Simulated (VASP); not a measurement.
# Si6O11 (a cell with a defect) in VASP: a series of runs

Si6O11 (a cell with a defect) is run at these levels: LDA; tasks: single point.

Everything below comes from runs of VASP 6.6.1. Logs are shortened: lines on timing, memory, paths and dates and some standing lists are left out, and cuts for length are marked.

**1. The cell of the first run**

The cell holds a defect, 17 atoms: a = 4.867 Å, b = 5.365 Å, c = 8.429 Å, α = 90.00°, β = 90.00°, γ = 90.00°.

**2. Single point, LDA**

Input file INCAR:

```
SYSTEM = Si6O11
PREC = Accurate ; ENCUT = 520
EDIFF = 1E-7 ; ISMEAR = 0
SIGMA = 0.05 ; LREAL = Auto
LASPH = .TRUE. ; NELM = 100
ALGO = Normal ; ISIF = 2
LWAVE = .FALSE. ; LCHARG = .FALSE.
NELECT = 88.0 ; NBANDS = 59
```

Input file KPOINTS:

```
Automatic mesh
0
G
  4 4 2
  0 0 0
```

Input file POSCAR:

```
Si6O11
1.0
   -2.4333868794      4.2147497096      0.0000000000
    0.0000000000      0.0000000000      5.3651521237
    7.3001606382      4.2147497096      0.0000000000
Si O
6 11
Direct
    0.7676536602      0.3333333333      0.2323463398
    0.2676536602      0.3333333333      0.7323463398
    0.4646926795      0.6666666667      0.0000000000
    0.9646926795      0.6666666667      0.5000000000
    0.2676536602      0.0000000000      0.2676536602
    0.7676536602      0.0000000000      0.7676536602
    0.0706884960      0.2213245393      0.2055640003
    0.5706884960      0.2213245393      0.7055640003
    0.7730017524      0.5546578727      0.3618737519
    0.2730017524      0.5546578727      0.8618737519
    0.6563097516      0.8879912060      0.9325622479
    0.1435476006      0.8013459409      0.1991879507
    0.7730017524      0.7786754607      0.6381262481
    0.6563097516      0.4453421273      0.0674377521
    0.1563097516      0.4453421273      0.5674377521
    0.5706884960      0.1120087940      0.2944359997
    0.0706884960      0.1120087940      0.7944359997
```

Potentials or basis: VASP PAW LDA potentials, release 64 (Si, O).

Launch:

```bash
$ cat potpaw_LDA.64/Si/POTCAR potpaw_LDA.64/O/POTCAR > POTCAR
$ mpirun -np 1 vasp_std > vasp.out
```

OUTCAR:

```text
SYSTEM = Si6O11
   PREC = Accurate
   ENCUT = 520
   EDIFF = 1E-7
   ISMEAR = 0
   LREAL = Auto
   LASPH = .TRUE.
   NELM = 100
   ISIF = 2
   NELECT = 88.0

 ion  position               nearest neighbor table
   1  0.768  0.333  0.232-   7 1.61  14 1.61  16 1.61   9 1.61   5 3.03   5 3.03   4 3.03   3 3.03

   2  0.268  0.333  0.732-   8 1.61  15 1.61  17 1.61  10 1.61   6 3.03   6 3.03   3 3.03   4 3.03

   3  0.465  0.667  0.000-  10 1.61  11 1.61  14 1.61  12 2.41   5 3.03   2 3.03   6 3.03   1 3.03

   4  0.965  0.667  0.500-  13 1.61   9 1.61  15 1.61   6 3.03   1 3.03   5 3.03   2 3.03
   5  0.268  0.000  0.268-  12 1.35  16 1.61   7 1.61   3 3.03   1 3.03   1 3.03   4 3.03
   6  0.768  0.000  0.768-  17 1.61  11 1.61   8 1.61  13 1.61   4 3.03   2 3.03   2 3.03   3 3.03

   7  0.071  0.221  0.206-   1 1.61   5 1.61
   8  0.571  0.221  0.706-   2 1.61   6 1.61
   9  0.773  0.555  0.362-   4 1.61   1 1.61
  10  0.273  0.555  0.862-   3 1.61   2 1.61
  11  0.656  0.888  0.933-   6 1.61   3 1.61
  12  0.144  0.801  0.199-   5 1.35   3 2.41
  13  0.773  0.779  0.638-   4 1.61   6 1.61
  14  0.656  0.445  0.067-   1 1.61   3 1.61
  15  0.156  0.445  0.567-   2 1.61   4 1.61
  16  0.571  0.112  0.294-   5 1.61   1 1.61
  17  0.071  0.112  0.794-   6 1.61   2 1.61

  LATTYP: Found a simple orthorhombic cell.
 ALAT       =     4.8667737588
 B/A-ratio  =     1.1024042599
 C/A-ratio  =     1.7320508076

  Lattice vectors:

 A1 = (  -2.4333868794,   4.2147497096,   0.0000000000)
 A2 = (   0.0000000000,   0.0000000000,   5.3651521237)
 A3 = (   7.3001606382,   4.2147497096,   0.0000000000)

Analysis of symmetry for initial positions (statically):
=====================================================================
 Subroutine PRICEL returns:
 Original cell was already a primitive cell.

 Routine SETGRP: Setting up the symmetry group for a
 simple orthorhombic supercell.

 Subroutine GETGRP returns: Found  1 space group operations
 (whereof  1 operations were pure point group operations)
 out of a pool of  8 trial point group operations.

The static configuration has the point symmetry C_1 .

Analysis of symmetry for dynamics (positions and initial velocities):
=====================================================================
[... 135 lines left out ...]
   EDIFF  = 0.1E-06   stopping-criterion for ELM
   LREAL  =      T    real-space projection
   EDIFFG = 0.1E-05   stopping-criterion for IOM
   NSW    =      0    number of steps for IOM
   IBRION =     -1    ionic relax: 0-MD 1-quasi-New 2-CG
   NFREE  =      0    steps in history (QN), initial steepest desc. (CG)
   ISIF   =      2    stress and relaxation
   ISYM   =      2    0-nonsym 1-usesym 2-fastsym
   POTIM  = 0.5000    time-step for ionic-motion
   TEBEG  =    0.0;   TEEND  =   0.0 temperature during run
   PSTRESS=    0.0 pullay stress
   NELECT =      88.0000    total number of electrons
   NUPDOWN=      -1.0000    fix difference up-down
   EMIN   =  10.00;   EMAX   =-10.00  energy-range for DOS
   EFERMI =   0.00;   METHOD = LEGACY
   ISMEAR =     0;   SIGMA  =   0.05  broadening in eV -4-tet -1-fermi 0-gaus
   EFERMI_NEDOS =   21; number of points for ismear=-14 and -15
   IALGO  =     38    algorithm
   IMIX   =      4    mixing-type and parameters
     AMIX     =   0.40;   BMIX     =  1.00
     AMIX_MAG =   1.60;   BMIX_MAG =  1.00
  volume/ion in A,a.u.               =      12.95        87.37
  Fermi-wavevector in a.u.,A,eV,Ry     =   1.206037  2.279080 19.790026  1.454526
  Thomas-Fermi vector in A             =   2.341716
   LORBIT       =      0    0 simple, 1 ext, 2 COOP (PROOUT), +10 PAW based schemes
   GGA     = CA    functional components
   LHFCALC =     F    Hartree Fock is set to
   AEXX    =    0.0000 exact exchange contribution
   IVDW    =     0    specifies the selected vdW correction
   LEPSILON=     F    determine dielectric tensor
   LRPA    =     F    only Hartree local field effects (RPA)
 non-spin polarized calculation
 Gauss-broadening in eV      SIGMA  =   0.05
  energy-cutoff  :      520.00
  volume of cell :      220.10
 maximum number of plane-waves:      5960
   NGX = 19   NGY = 19   NGZ = 31

 number of electron      88.0000002 magnetization

 Free energy of the ion-electron system (eV)
  ---------------------------------------------------
  ext. energy  EPLUGINS =         0.00000000
  ---------------------------------------------------
  free energy    TOTEN  =      -143.96652102 eV

  energy without entropy =     -143.96652102  energy(sigma->0) =     -143.96652102

 E-fermi :   1.4440     XC(G=0):  -9.6152

 val. band max:        1.2129868539   @ k =   0.0000   0.5000   0.5000
 cond. band min:       1.8044493955   @ k =   0.0000   0.0000   0.0000
 fundamental gap:      0.5914625416
 Fermi energy:         1.4439504474

 k-point     1 :       0.0000    0.0000    0.0000
  band No.  band energies     occupation
      1     -18.4607      2.00000
      2     -17.9718      2.00000
      3     -17.2505      2.00000
      4     -17.1640      2.00000
      5     -16.9690      2.00000
      6     -16.7683      2.00000
[... 1169 lines left out ...]
     55      10.7570      0.00000
     56      11.0348      0.00000
 [bands above 56 left out]

------------------------ aborting loop because EDIFF is reached ----------------------------------------

  FORCE on cell =-STRESS in cart. coord.  units (eV):
  Direction    XX          YY          ZZ          XY          YZ          ZX
  --------------------------------------------------------------------------------------
  -------------------------------------------------------------------------------------
  Total      -23.6005559    -13.6958119     -0.2484103      3.5586116      9.9671884      2.8304884
  in kB     -171.7939364    -99.6950013     -1.8082360     25.9039619     72.5534831     20.6037832
  external PRESSURE =     -91.0990579 kB  Pullay stress =       0.0000000 kB

 VOLUME and BASIS-vectors are now :
 -----------------------------------------------------------------------------
  energy-cutoff  :      520.00
  volume of cell :      220.10
      direct lattice vectors                 reciprocal lattice vectors
    -2.433386879  4.214749710  0.000000000    -0.102737465  0.177946510  0.000000000
     0.000000000  0.000000000  5.365152124     0.000000000  0.000000000  0.186388005
     7.300160638  4.214749710  0.000000000     0.102737465  0.059315503  0.000000000

 POSITION                                       TOTAL-FORCE (eV/Angst)
 -----------------------------------------------------------------------------------
     -0.17183      4.21475      1.78838        -0.800828      0.278075      0.420907
      4.69494      4.21475      1.78838         0.903174      1.303664     -0.740640
     -1.13078      1.95856      3.57677        -1.748731     -0.490631     -1.242598
      1.30261      6.17331      3.57677         2.175414     -1.627471     -3.722504
      1.30261      2.25619      0.00000         0.016322      8.470113     15.797717
      3.73600      6.47094      0.00000         0.607257      0.335922      1.840728
[... 9 lines left out ...]
      0.76072      3.64628      0.60094         1.165298     -0.754957     -1.609447
      5.62750      3.64628      0.60094        -0.308951     -0.182912     -0.154134
 -----------------------------------------------------------------------------------
    total drift:                               -0.009223     -0.019104     -0.008318

  FREE ENERGIE OF THE ION-ELECTRON SYSTEM (eV)
  ---------------------------------------------------
  free  energy   TOTEN  =      -143.9665210235 eV

  energy  without entropy=     -143.9665210235  energy(sigma->0) =     -143.96652102
```

stdout:

```text
POSCAR found type information on POSCAR SiO
 POSCAR found :  2 types and      17 ions
 scaLAPACK will be used
 LDA part: xc-table for (Slater(with rela. corr.)+CA(PZ))
 , standard interpolation
 POSCAR, INCAR and KPOINTS ok, starting setup
 FFT: planning ... GRIDC
 FFT: planning ... GRID_SOFT
 FFT: planning ... GRID
 WAVECAR not read
 entering main loop
 the old and the new charge density differ
 old charge density:    90.00000 new   88.00000
    0.359E+01
```

Run time: 3.6 min. Hardware: 1 thread of AMD EPYC 9R45 (Zen 5), shared host; peak memory 0.28 GiB.

What came out:

- Free energy: -143.9665 eV
- Largest force: 17.925 eV/Å

Forces on the atoms (eV/Å):
```
Si   -0.801   0.278   0.421
Si    0.903   1.304  -0.741
Si   -1.749  -0.491  -1.243
Si    2.175  -1.627  -3.723
Si    0.016   8.470  15.798
Si    0.607   0.336   1.841
O     0.872   0.684   1.144
O    -0.219  -0.194  -0.025
O     0.749   0.625   1.094
O     1.022   0.506   1.066
O     1.874  -0.205  -0.588
O    -3.842  -7.264 -15.421
O    -1.934   0.019  -0.058
O     0.804  -0.590   0.781
O    -1.336  -0.912   1.417
O     1.165  -0.755  -1.609
O    -0.309  -0.183  -0.154
```

Levels at points of the mesh, in eV from the Fermi level:
| k point | band 42 | band 43 | band 44 | band 45 | band 46 | band 47 |
| --- | --- | --- | --- | --- | --- | --- |
| (0.00, 0.00, 0.00) | -0.77 | -0.69 | -0.27 | 0.36 | 3.35 | 4.55 |
| (0.50, 0.00, 0.00) | -0.87 | -0.58 | -0.42 | 0.62 | 3.39 | 4.39 |
| (0.00, 0.50, 0.00) | -0.84 | -0.70 | -0.23 | 0.70 | 3.46 | 4.17 |
| (0.50, 0.50, 0.00) | -0.95 | -0.90 | -0.84 | 0.72 | 3.43 | 4.41 |
| (0.00, 0.00, 0.50) | -0.74 | -0.66 | -0.26 | 0.57 | 3.15 | 4.60 |
| (0.50, 0.00, 0.50) | -0.87 | -0.59 | -0.43 | 0.58 | 3.48 | 4.33 |
| (0.00, 0.50, 0.50) | -0.87 | -0.76 | -0.23 | 0.72 | 3.41 | 4.22 |
| (0.50, 0.50, 0.50) | -0.93 | -0.83 | -0.73 | 0.62 | 3.47 | 4.40 |

Caveat: the cell carries a net charge on a neutralising background, which shifts energy and pressure; the cell differs from its parent crystal (atoms taken out, atom 12 moved 0.250 of the way to it and -0.500 Å across, host rigid); the cell is charged against a uniform background, so pressure and absolute levels hang on convention.

**3. Single point, LDA**

Input file INCAR:

```
PREC = Accurate
ENCUT = 520
EDIFF = 1E-6
ISMEAR = 0
SIGMA = 0.05
LREAL = Auto
LASPH = T
NELM = 100
ALGO = Normal
ISIF = 2
LWAVE = F
LCHARG = F
GGA = CA
NELECT = 88.0
NBANDS = 59
```

Input file KPOINTS:

```
regular mesh
0
Gamma
  4 4 2
```

POSCAR: that of step 2 with these lines changed.

```diff
@@ -19,3 +19,3 @@
     0.6563097516      0.8879912060      0.9325622479
-    0.1435476006      0.8013459409      0.1991879507
+    0.2356233276      0.8629914977      0.3652268966
     0.7730017524      0.7786754607      0.6381262481
```

Potentials or basis: VASP PAW LDA potentials, release 64 (Si, O).

Launch:

```bash
$ cat potpaw_LDA.64/Si/POTCAR potpaw_LDA.64/O/POTCAR > POTCAR
$ mpirun -np 1 vasp_std > vasp.out
```

Run time: 3.3 min. Hardware: 1 thread of AMD EPYC 9R45 (Zen 5), shared host; peak memory 0.29 GiB.

The run converged. Its results:

- Free energy: -136.2545 eV
- Largest force: 70.015 eV/Å

Forces in eV/Å, atoms in the order of the input:
```
Si    0.943   0.395  -0.144
Si   -0.412  -0.242  -1.066
Si   -4.507  -0.076  -1.769
Si   -0.841   0.580  -1.134
Si  -44.800 -13.677  46.740
Si   -0.954  -0.222   1.538
O    -1.017   0.287  -0.788
O     0.169   0.017   0.088
O    -0.398   0.153   0.468
O     1.627   0.975   1.619
O     2.466   0.105  -0.771
O    50.343  12.772 -46.953
O    -1.269   0.169   0.184
O     0.491  -0.956   1.229
O    -0.405  -0.296   0.799
O    -1.658  -0.028   0.255
O     0.224   0.044  -0.295
```

Levels at points of the mesh, in eV from the Fermi level:
| k point | band 40 | band 41 | band 42 | band 43 | band 44 | band 45 | band 46 | band 47 | band 48 | band 49 |
| --- | --- | --- | --- | --- | --- | --- | --- | --- | --- | --- |
| (0.00, 0.00, 0.00) | -1.09 | -0.94 | -0.86 | -0.64 | -0.16 | 0.11 | 4.69 | 5.45 | 6.76 | 6.90 |
| (0.50, 0.00, 0.00) | -1.23 | -1.12 | -0.77 | -0.48 | -0.29 | 0.32 | 4.92 | 5.51 | 6.35 | 7.52 |
| (0.00, 0.50, 0.00) | -1.21 | -0.99 | -0.76 | -0.63 | -0.13 | 0.31 | 4.59 | 5.61 | 7.09 | 7.40 |
| (0.50, 0.50, 0.00) | -1.08 | -1.02 | -0.88 | -0.82 | -0.69 | 0.35 | 4.90 | 5.63 | 6.72 | 7.58 |
| (0.00, 0.00, 0.50) | -1.11 | -0.93 | -0.82 | -0.66 | -0.16 | 0.23 | 4.53 | 5.59 | 6.80 | 6.97 |
| (0.50, 0.00, 0.50) | -1.23 | -1.04 | -0.83 | -0.48 | -0.30 | 0.31 | 4.96 | 5.50 | 6.40 | 7.45 |
| (0.00, 0.50, 0.50) | -1.16 | -0.99 | -0.76 | -0.70 | -0.12 | 0.29 | 4.64 | 5.61 | 7.05 | 7.43 |
| (0.50, 0.50, 0.50) | -1.08 | -0.98 | -0.85 | -0.78 | -0.62 | 0.27 | 4.93 | 5.62 | 6.81 | 7.56 |

Caveat: the cell carries a net charge on a neutralising background, which shifts energy and pressure; the cell differs from its parent crystal (atoms taken out, atom 12 moved 0.750 of the way to it and +0.250 Å across, host rigid); the cell is charged against a uniform background, so pressure and absolute levels hang on convention; atoms lie so close that the PAW spheres overlap strongly, which falsifies energies and pressures.

**4. Single point, LDA**

Input file INCAR:

```
PREC = Accurate ; ENCUT = 520
EDIFF = 1E-6 ; ISMEAR = 0
SIGMA = 0.05 ; LREAL = Auto
LASPH = T ; NELM = 80
ALGO = Normal ; ISIF = 2
LWAVE = F ; LCHARG = T
LELF = T ; LVHAR = T
NELECT = 88.0 ; NBANDS = 59
```

KPOINTS is that of step 3.

POSCAR: that of step 3 with these lines changed.

```diff
@@ -19,3 +19,3 @@
     0.6563097516      0.8879912060      0.9325622479
-    0.2356233276      0.8629914977      0.3652268966
+    0.0956853880      0.8708328958      0.3863472748
     0.7730017524      0.7786754607      0.6381262481
```

Launch:

```bash
$ cat potpaw_LDA.64/Si/POTCAR potpaw_LDA.64/O/POTCAR > POTCAR
$ mpirun -np 1 vasp_std > vasp.out
```

It took 3.7 min on 1 thread of AMD EPYC 9R45 (Zen 5), shared host; peak memory 0.28 GiB.

The run converged. Its results:

- Free energy: -146.9027 eV
- Largest force: 5.841 eV/Å

Forces in eV/Å, atoms in the order of the input:
```
Si   0.571  0.840  0.593
Si  -0.341 -0.337 -0.806
Si  -3.731 -0.127 -1.294
Si   1.792 -0.478 -2.053
Si  -2.408  1.001  5.227
Si  -1.047 -0.293  0.943
O   -1.414  0.246 -0.191
O    0.116  0.026  0.088
O   -0.204 -1.390 -1.396
O    1.437  0.849  1.430
O    2.259  0.149 -0.661
O    2.467  1.285 -1.608
O   -0.307  0.148  0.166
O    0.548 -0.770  0.897
O   -0.398 -0.126  0.639
O    0.451 -1.127 -1.754
O    0.209  0.104 -0.222
```

Levels at points of the mesh, in eV from the Fermi level:
```tsv
k point	band 42	band 43	band 44	band 45	band 46	band 47
(0.00, 0.00, 0.00)	-0.68	-0.48	-0.09	0.01	4.43	6.28
(0.50, 0.00, 0.00)	-0.54	-0.29	-0.17	0.23	4.48	6.28
(0.00, 0.50, 0.00)	-0.56	-0.43	-0.09	0.17	4.28	6.45
(0.50, 0.50, 0.00)	-0.75	-0.66	-0.49	0.30	4.50	6.58
(0.00, 0.00, 0.50)	-0.65	-0.49	-0.08	0.13	4.31	6.32
(0.50, 0.00, 0.50)	-0.59	-0.33	-0.16	0.17	4.51	6.39
(0.00, 0.50, 0.50)	-0.60	-0.53	-0.06	0.23	4.30	6.41
(0.50, 0.50, 0.50)	-0.68	-0.67	-0.42	0.16	4.53	6.60
```

Caveat: the cell carries a net charge on a neutralising background, which shifts energy and pressure; the cell differs from its parent crystal (atoms taken out, atom 12 moved 0.875 of the way to it and -0.375 Å across, host rigid); the cell is charged against a uniform background, so pressure and absolute levels hang on convention.

**5. Single point, LDA**

Input file INCAR:

```
SYSTEM = Si6O11
  ALGO = Normal
  EDIFF = 1E-7
  ENCUT = 520
  ISIF = 2
  ISMEAR = 0
  LASPH = .True.
  LCHARG = .True.
  LELF = .True.
  LREAL = Auto
  LVHAR = .True.
  LWAVE = .False.
  NBANDS = 59
  NELECT = 88.0
  NELM = 80
  PREC = Accurate
  SIGMA = 0.05
```

Input file KPOINTS:

```
k-points
0
Gamma
  4 4 2
  0 0 0
```

POSCAR: that of step 4 with these lines changed.

```diff
@@ -19,3 +19,3 @@
     0.6563097516      0.8879912060      0.9325622479
-    0.0956853880      0.8708328958      0.3863472748
+    0.2834855402      0.7935045428      0.1780675725
     0.7730017524      0.7786754607      0.6381262481
```

Launch:

```bash
$ cat potpaw_LDA.64/Si/POTCAR potpaw_LDA.64/O/POTCAR > POTCAR
$ mpirun -np 1 vasp_std > vasp.out
```

Run time: 3.8 min. Hardware: 1 thread of AMD EPYC 9R45 (Zen 5), shared host; peak memory 0.28 GiB.

It converged, with:

- Free energy: -145.3669 eV
- Largest force: 19.527 eV/Å

Forces on the atoms (eV/Å):
```
Si   -0.621  -1.247   0.189
Si    1.139   1.516  -0.438
Si    0.669   0.109  -0.144
Si    2.662  -1.165  -3.279
Si    4.965   3.846  15.814
Si    1.039   0.425   1.527
O     0.871   0.871  -0.732
O    -0.336  -0.217  -0.010
O     0.270   1.026   1.508
O     0.716   0.247   0.726
O     0.952  -0.172  -0.355
O   -10.417  -4.525 -15.884
O    -1.872  -0.028  -0.097
O     0.501   0.108   0.101
O    -1.398  -0.986   1.296
O     1.279   0.363  -0.137
O    -0.418  -0.170  -0.085
```

Levels at points of the mesh, in eV from the Fermi level:
| k point | band 41 | band 42 | band 43 | band 44 | band 45 | band 46 | band 47 | band 48 |
| --- | --- | --- | --- | --- | --- | --- | --- | --- |
| (0.00, 0.00, 0.00) | -0.95 | -0.82 | -0.35 | -0.08 | 0.00 | 4.23 | 6.32 | 6.49 |
| (0.50, 0.00, 0.00) | -0.94 | -0.74 | -0.34 | -0.11 | 0.17 | 4.20 | 6.45 | 6.82 |
| (0.00, 0.50, 0.00) | -0.96 | -0.67 | -0.42 | -0.06 | 0.21 | 4.07 | 6.49 | 6.85 |
| (0.50, 0.50, 0.00) | -0.99 | -0.72 | -0.67 | -0.49 | 0.28 | 4.17 | 6.58 | 7.01 |
| (0.00, 0.00, 0.50) | -0.93 | -0.81 | -0.34 | -0.07 | 0.17 | 4.09 | 6.08 | 6.94 |
| (0.50, 0.00, 0.50) | -0.95 | -0.72 | -0.34 | -0.12 | 0.11 | 4.24 | 6.44 | 6.92 |
| (0.00, 0.50, 0.50) | -0.96 | -0.72 | -0.48 | -0.05 | 0.26 | 4.06 | 6.48 | 6.87 |
| (0.50, 0.50, 0.50) | -0.90 | -0.70 | -0.64 | -0.39 | 0.16 | 4.18 | 6.72 | 7.05 |

Caveat: the cell carries a net charge on a neutralising background, which shifts energy and pressure; the cell differs from its parent crystal (atoms taken out, atom 12 moved 0.125 of the way to it and +0.125 Å across, host rigid); the cell is charged against a uniform background, so pressure and absolute levels hang on convention.
